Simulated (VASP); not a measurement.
Input of a VASP 6.6.1 run:

INCAR

```
SYSTEM = BiTe
PREC = Accurate
ENCUT = 500
EDIFF = 1E-6
ISMEAR = -1
SIGMA = 0.05
LREAL = .FALSE.
LASPH = .TRUE.
NELM = 120
ALGO = Normal
ISIF = 2
LWAVE = .FALSE.
LCHARG = .FALSE.
GGA = PE
NBANDS = 18
GGA_COMPAT = .FALSE.
```

KPOINTS

```
regular mesh
0
G
  8 8 8
  0 0 0
```

The input POSCAR:

```
BiTe
1.0
    0.0000000000      3.2984474805      3.2984474805
    3.2984474805      0.0000000000      3.2984474805
    3.2984474805      3.2984474805      0.0000000000
Bi Te
1 1
Direct
    0.0000000000      0.0000000000      0.0000000000
    0.5000000000      0.5000000000      0.5000000000
```

Potentials or basis: VASP PAW PBE potentials, release 64 (Bi_d, Te).

Launch:

```sh
$ cat potpaw_PBE.64/Bi_d/POTCAR potpaw_PBE.64/Te/POTCAR > POTCAR
$ mpirun -np 1 vasp_std > vasp.out
```

Task: What does it give for the pressure?

Result: -2.0 GPa.
